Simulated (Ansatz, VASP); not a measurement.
# Two plane-wave programs on In

INCAR

```
PREC = Accurate
ENCUT = 520
EDIFF = 1E-6
ISMEAR = 0
SIGMA = 0.15
LREAL = False
LASPH = True
NELM = 60
ALGO = Fast
ISIF = 2
LWAVE = False
LCHARG = False
GGA = PE
NBANDS = 12
```

Contents of KPOINTS:

```
regular mesh
0
Gamma
  20 20 20
```

File POSCAR:

```
In
1.0
   -1.4960580000      1.4960580000      2.6718660000
    1.4960580000     -1.4960580000      2.6718660000
    1.4960580000      1.4960580000     -2.6718660000
In
1
Direct
    0.0000000000      0.0000000000      0.0000000000
```

Input for Ansatz:

```yaml
crystal:
  lattice:
    - [-1.496058, 1.496058, 2.671866]
    - [1.496058, -1.496058, 2.671866]
    - [1.496058, 1.496058, -2.671866]
  atoms:
    - { symbol: In, position: [0.0, 0.0, 0.0] }
basis:
  ecutwfc: 420
kpoints:
  mp_grid: { grid: [20, 20, 20] }
hamiltonian:
  xc: pbe
scf:
  occupations: { method: gaussian, width: 0.15 }
output:
  forces: true
  stress: true
  eigenvalues: true
```

Change from the starting cell: strain -0.080 along x and y, +0.080 along z, atoms carried along.

Alike in both runs: task single point; functional PBE; k mesh 20 × 20 × 20; occupations gaussian, width 0.15 eV; no spin polarisation.

|  | VASP | Ansatz |
| --- | --- | --- |
| version | VASP 6.6.1 | Ansatz 0.2.0 |
| potentials or method | VASP PAW PBE potentials, release 64 (In_d), cutoff 520 eV | scalar-relativistic, plane waves, PAW |
| valence electrons in the cell | 13 | 13 |

VASP gave:

```
gap on the k mesh at the Fermi level (eV)                     : none
pressure (GPa)                                                : 7.5
traceless stress, the component that is largest in VASP (GPa) : -2.89
```

Q: What did Ansatz give for the same quantities?

A: gap on the k mesh at the Fermi level (eV): none; pressure (GPa): 7.5; traceless stress, the component that is largest in VASP (GPa): -2.88.

A gap of «none» marks a metal or a gap that the smearing closes. With one functional, cell and mesh, what is left measures potentials, basis and numerics.
